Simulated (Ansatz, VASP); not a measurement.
# Two plane-wave programs on Ag

```
Ag
1.0
     2.61913    0.00000    0.00000
     0.00000    2.61913    0.00000
     0.00000    0.00000    2.61913
Ag
1
Direct
  0.00000 0.00000 0.00000
```

Alike in both runs: task relaxation of cell and atoms; functional PBEsol; k mesh 16 × 16 × 16; occupations fermi-dirac, width 0.05 eV; no spin polarisation.

|  | VASP | Ansatz |
| --- | --- | --- |
| version | VASP 6.6.1 | Ansatz 0.2.0 |
| potentials or method | VASP PAW PBE potentials, release 64 (Ag) | PAW with Ansatz's default frozen-core files, scalar-relativistic |
| plane-wave cutoff (eV) | 600 | 420 |
| valence electrons in the cell | 11 | 19 |

VASP gave:

* relaxed volume (Å³/atom): 19.31
* relaxed cell length with the largest relative difference (Å): 2.683

Problem. Which values does Ansatz return?

Solution. Relaxed volume (Å³/atom): 19.36; relaxed cell length with the largest relative difference (Å): 2.685.

VASP's potentials were made for PBE, not for PBEsol. VASP's potentials hold 11 valence electrons a cell and Ansatz's 19, so a difference there can come from the potentials and not from the codes.
